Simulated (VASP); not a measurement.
# BaS (R3m) in VASP: single point with PBE

Aim: the single point of BaS with PBE.

All numbers are computed with VASP 6.6.1; they aren't measurements. Logs are shortened: lines on timing, memory, paths and dates and some standing lists are left out, and cuts for length are marked.

### 1 The cell of the first run

Symmetry: R3m, No. 160, trigonal system. The conventional cell has a = 4.775 Å, b = 4.775 Å, c = 12.738 Å, α = 90.00°, β = 90.00°, γ = 120.00°. Ba (site symmetry 3m) has 4 S at 3.01 to 3.05 Å within 4.0 Å. Within 4.0 Å of S (site symmetry 3m) lie 4 Ba at 3.01 to 3.05 Å.

### 2 Single point, PBE (epitaxial 111 strain -4.1%)

Contents of INCAR:

```
PREC     = Accurate       # precision mode
ENCUT    = 520            # plane-wave cutoff, eV
EDIFF    = 1E-6           # SCF threshold, eV
ISMEAR   = -1             # smearing method
SIGMA    = 0.02           # smearing width, eV
LREAL    = False          # projectors in reciprocal space
LASPH    = True           # aspherical terms in the spheres
NELM     = 100            # most SCF steps
ALGO     = Normal         # electronic algorithm
ISIF     = 2              # what is computed and relaxed
LWAVE    = False          # write WAVECAR
LCHARG   = False          # write CHGCAR
GGA      = PE             # functional
NBANDS   = 15             # bands
```

Contents of KPOINTS:

```
Automatic mesh
0
Gamma
  6 6 6
```

Contents of POSCAR:

```
BaS
1.0
    0.2005668287      3.5767385405      3.5767385405
    3.5767385405      0.2005668287      3.5767385405
    3.5767385405      3.5767385405      0.2005668287
Ba S
1 1
Direct
    0.0053788689      0.0053788689      0.0053788689
    0.2446211311      0.2446211311      0.2446211311
```

Potentials or basis: VASP PAW PBE potentials, release 64 (Ba_sv, S).

Launch:

```console
$ cat potpaw_PBE.64/Ba_sv/POTCAR potpaw_PBE.64/S/POTCAR > POTCAR
$ mpirun -np 1 vasp_std > vasp.out
```

OUTCAR:

```text
PREC = Accurate
   ENCUT = 520
   EDIFF = 1E-6
   ISMEAR = -1
   LREAL = False
   LASPH = True
   NELM = 100
   ISIF = 2
   GGA = PE

 ion  position               nearest neighbor table
   1  0.005  0.005  0.005-   2 3.01   2 3.01   2 3.01   2 3.05
   2  0.245  0.245  0.245-   1 3.01   1 3.01   1 3.01   1 3.05

  LATTYP: Found a trigonal (rhomboedric) cell.
 ALAT       =     5.0622469544
 COS(alpha) =     0.5552024383

  Lattice vectors:

 A1 = (   0.2005668287,   3.5767385405,   3.5767385405)
 A2 = (   3.5767385405,   0.2005668287,   3.5767385405)
 A3 = (   3.5767385405,   3.5767385405,   0.2005668287)

Analysis of symmetry for initial positions (statically):
=====================================================================
 Subroutine PRICEL returns:
 Original cell was already a primitive cell.

 Routine SETGRP: Setting up the symmetry group for a
 trigonal (rhombohedral) supercell.

 Subroutine GETGRP returns: Found  6 space group operations
 (whereof  6 operations were pure point group operations)
 out of a pool of 12 trial point group operations.

The static configuration has the point symmetry C_3v.

Analysis of symmetry for dynamics (positions and initial velocities):
=====================================================================
 Subroutine PRICEL returns:
 Original cell was already a primitive cell.

 Routine SETGRP: Setting up the symmetry group for a
 trigonal (rhombohedral) supercell.

 Subroutine GETGRP returns: Found  6 space group operations
 (whereof  6 operations were pure point group operations)
 out of a pool of 12 trial point group operations.

The dynamic configuration has the point symmetry C_3v.

 Subroutine INISYM returns: Found  6 space group operations
 (whereof  6 operations are pure point group operations),
 and found     1 'primitive' translations

----------------------------------------------------------------------------------------

                                     Primitive cell

  volume of cell :      83.8253

  direct lattice vectors                    reciprocal lattice vectors
     0.200566829  3.576738541  3.576738541    -0.152135775  0.144057691  0.144057691
     3.576738541  0.200566829  3.576738541     0.144057691 -0.152135775  0.144057691
     3.576738541  3.576738541  0.200566829     0.144057691  0.144057691 -0.152135775

  length of vectors
     5.062246954  5.062246954  5.062246954     0.254264686  0.254264686  0.254264686

  position of ions in fractional coordinates (direct lattice)
     0.005378869  0.005378869  0.005378869
     0.244621131  0.244621131  0.244621131

[... 87 lines left out ...]
   NELECT =      16.0000    total number of electrons
   NUPDOWN=      -1.0000    fix difference up-down
   EMIN   =  10.00;   EMAX   =-10.00  energy-range for DOS
   EFERMI =   0.00;   METHOD = LEGACY
   ISMEAR =    -1;   SIGMA  =   0.02  broadening in eV -4-tet -1-fermi 0-gaus
   EFERMI_NEDOS =   21; number of points for ismear=-14 and -15
   IALGO  =     38    algorithm
   IMIX   =      4    mixing-type and parameters
     AMIX     =   0.40;   BMIX     =  1.00
     AMIX_MAG =   1.60;   BMIX_MAG =  1.00
  volume/ion in A,a.u.               =      41.91       282.84
  Fermi-wavevector in a.u.,A,eV,Ry     =   0.942591  1.781238 12.088462  0.888477
  Thomas-Fermi vector in A             =   2.070215
   LORBIT       =      0    0 simple, 1 ext, 2 COOP (PROOUT), +10 PAW based schemes
   GGA     = PE    functional components
   LHFCALC =     F    Hartree Fock is set to
   AEXX    =    0.0000 exact exchange contribution
   IVDW    =     0    specifies the selected vdW correction
   LEPSILON=     F    determine dielectric tensor
   LRPA    =     F    only Hartree local field effects (RPA)
 non-spin polarized calculation
  energy-cutoff  :      520.00
  volume of cell :       83.83
 maximum number of plane-waves:      2278
 NGX is ok and might be reduce to    40
   NGX = 19   NGY = 19   NGZ = 19

 number of electron      15.9999999 magnetization

 Free energy of the ion-electron system (eV)
  ---------------------------------------------------
  ext. energy  EPLUGINS =         0.00000000
  ---------------------------------------------------
  free energy    TOTEN  =        -9.69410866 eV

  energy without entropy =       -9.69410866  energy(sigma->0) =       -9.69410866

 E-fermi :   0.4578     XC(G=0):  -7.3321

 val. band max:        0.0112757977   @ k =   0.5000   0.5000  -0.0000
 cond. band min:       2.7918400181   @ k =   0.0000   0.0000   0.0000
 fundamental gap:      2.7805642204
 Fermi energy:         0.4577937698

 k-point     1 :       0.0000    0.0000    0.0000
  band No.  band energies     occupation
      1     -26.0219      2.00000
      2     -11.2270      2.00000
      3     -11.2041      2.00000
      4     -11.2041      2.00000
      5      -9.9455      2.00000
      6      -0.8605      2.00000
      7      -0.6493      2.00000
      8      -0.6493      2.00000
      9       2.7918      0.00000
     10       5.0668      0.00000
     11       5.0668      0.00000
     12       6.9849      0.00000
     13       6.9849      0.00000
     14       7.2593      0.00000
[... 401 lines left out ...]
      2     -11.9930      2.00000
      3     -11.3614      2.00000
      4     -11.3192      2.00000
      5      -9.0239      2.00000
      6      -0.8845      2.00000
      7      -0.3264      2.00000
      8       0.0015      2.00000
      9       3.4114      0.00000
     10       4.3615      0.00000
     11       6.0443      0.00000
     12       6.4239      0.00000
     13       7.3465      0.00000
     14       8.6861      0.00000
     15       8.8854      0.00000

 [... further k-points ...]

------------------------ aborting loop because EDIFF is reached ----------------------------------------

  FORCE on cell =-STRESS in cart. coord.  units (eV):
  Direction    XX          YY          ZZ          XY          YZ          ZX
  --------------------------------------------------------------------------------------
  -------------------------------------------------------------------------------------
  Total        0.7234343      0.7234343      0.7234343     -0.2505568     -0.2505568     -0.2505568
  in kB       13.8272061     13.8272061     13.8272061     -4.7889626     -4.7889626     -4.7889626
  external PRESSURE =      13.8272061 kB  Pullay stress =       0.0000000 kB

 VOLUME and BASIS-vectors are now :
 -----------------------------------------------------------------------------
  energy-cutoff  :      520.00
  volume of cell :       83.83
      direct lattice vectors                 reciprocal lattice vectors
     0.200566829  3.576738541  3.576738541    -0.152135775  0.144057691  0.144057691
     3.576738541  0.200566829  3.576738541     0.144057691 -0.152135775  0.144057691
     3.576738541  3.576738541  0.200566829     0.144057691  0.144057691 -0.152135775

 POSITION                                       TOTAL-FORCE (eV/Angst)
 -----------------------------------------------------------------------------------
      0.03956      0.03956      0.03956         0.003747      0.003747      0.003747
      1.79895      1.79895      1.79895        -0.003747     -0.003747     -0.003747
 -----------------------------------------------------------------------------------
    total drift:                               -0.000083     -0.000083     -0.000083

  FREE ENERGIE OF THE ION-ELECTRON SYSTEM (eV)
  ---------------------------------------------------
  free  energy   TOTEN  =        -9.6941086630 eV

  energy  without entropy=       -9.6941086630  energy(sigma->0) =       -9.69410866
```

Run time: 25 s. Hardware: 1 thread of Intel Xeon 6975P-C (Granite Rapids), shared host; peak memory 0.25 GiB.

Results:

* Free energy: -9.6941 eV
* Pressure: 1.4 GPa
* Largest force: 0.006 eV/Å
* Band gap on the k mesh: 2.78 eV (least direct gap 3.41 eV)

Forces on the atoms (eV/Å):
```
Ba   0.004  0.004  0.004
S   -0.004 -0.004 -0.004
```

Caveat: the cell differs from its parent crystal (epitaxial 111 strain -4.1%); spin-orbit coupling is left out, which moves the levels of the heavy elements.
